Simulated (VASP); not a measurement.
Set up this calculation in VASP 6.6.1, as the native input.

```yaml
Task: single point
Functional: PBE
Dispersion: D3(BJ)
Potentials_or_basis: VASP PAW PBE potentials, release 64 (O, H, C, N)
Cutoff: 520 eV
k_mesh: 1 × 1 × 1
Occupations: fermi-dirac, width 0.05 eV
Spin: no spin polarisation
Dipole_correction: no
Further_INCAR_settings: LREAL = Auto; ALGO = Normal; EDIFF = 1e-06; NBANDS = 39
```

The structure of H11C2NO4 lies in POSCAR:

```
H11C2NO4
1.0
    5.9154820000      0.0000000000      0.0000000000
    0.0000000000      5.9154820000      0.0000000000
    0.0000000000      0.0000000000      5.9154820000
O H C N
4 11 2 1
Direct
    0.6526602566      0.5772648788      0.4826149416
    0.4131362415      0.2307504274      0.5202112017
    0.4269812671      0.8494151449      0.7643840350
   -0.0037359593      0.4100933787      0.7588223580
    0.7237618169      0.5973308684      0.3350699064
    0.5617462787      0.4273700774      0.4674344373
    0.4542148890      0.0940582695      0.6119873241
    0.3136684382      0.1536307608      0.4045824161
    0.2816338550      0.7942548046      0.7147515621
    0.5195857244      0.7626935557      0.6547057366
   -0.1289835723      0.4251048351      0.6532350196
    0.1149525939      0.3275303686      0.6846948397
    0.6680436184      0.8528130083      1.0191561736
    0.8490770490      0.9688644138      0.8154703201
    0.8997407143      0.6834269803      0.9046769139
    0.8415713208      0.8474372841      0.9628632122
    0.9924296955      0.9437946054      1.1310489999
    1.0935203589      1.0001044716      1.2852545236
```

These files were run (other wordings do the same):

INCAR

```
SYSTEM = H11C2NO4
ALGO     = Normal         ! electronic algorithm
EDIFF    = 1E-6           ! SCF threshold, eV
ENCUT    = 520            ! plane-wave cutoff, eV
GGA      = PE             ! functional
ISIF     = 2              ! what is computed and relaxed
ISMEAR   = -1             ! smearing method
IVDW     = 12             ! dispersion correction
LASPH    = .TRUE.         ! aspherical terms in the spheres
LCHARG   = .FALSE.        ! write CHGCAR
LREAL    = Auto         
LWAVE    = .FALSE.        ! write WAVECAR
NBANDS   = 39             ! bands
NELM     = 100            ! most SCF steps
PREC     = Accurate       ! precision mode
SIGMA    = 0.05           ! smearing width, eV
```

KPOINTS

```
k-points
0
G
  1 1 1
  0 0 0
```

Potentials or basis: VASP PAW PBE potentials, release 64 (O, H, C, N).

The run is started by

```console
$ cat potpaw_PBE.64/O/POTCAR potpaw_PBE.64/H/POTCAR potpaw_PBE.64/C/POTCAR potpaw_PBE.64/N/POTCAR > POTCAR
$ mpirun -np 1 vasp_gam > vasp.out
```

It gave:

| Item | Value |
| --- | --- |
| Pressure | 1.7 GPa |
| Largest force | 3.508 eV/Å |
| Band gap on the k mesh | 5.18 eV |
| Dispersion energy per atom | -0.037 eV |

Caveat: the k points lie up to 1.06 Å⁻¹ apart.

It took 14 s on 1 thread of Intel(R) Xeon(R) 6975P-C (Granite Rapids) (shared host), peak memory 0.32 GiB.
